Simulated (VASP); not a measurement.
A run of VASP 6.6.1 is set up as follows.

Contents of INCAR:

```
  PREC = Accurate
  ENCUT = 500
  EDIFF = 1E-6
  ISMEAR = 0
  SIGMA = 0.02
  LREAL = F
  LASPH = T
  NELM = 120
  ALGO = Normal
  ISIF = 2
  LWAVE = F
  LCHARG = T
  GGA = PE
  LELF = T
  LVHAR = T
  NBANDS = 11
  GGA_COMPAT = F
```

Contents of KPOINTS:

```
regular mesh
0
Gamma
  10 10 10
```

POSCAR

```
Si
1.0
    0.0000000000      2.7349661875      2.7349661875
    2.7349661875      0.0000000000      2.7349661875
    2.7349661875      2.7349661875      0.0000000000
Si
2
Direct
    0.0000000000      0.0000000000      0.0000000000
    0.2500000000      0.2500000000      0.2500000000
```

Potentials or basis: VASP PAW PBE potentials, release 64 (Si).

Launch:

```sh
$ cat potpaw_PBE.64/Si/POTCAR > POTCAR
$ mpirun -np 1 vasp_std > vasp.out
```

(1) Estimate the band gap on the k mesh.

(2) Estimate the pressure.

## Answers

(1) 0.62 eV (least direct gap 2.56 eV).

(2) -0.1 GPa.
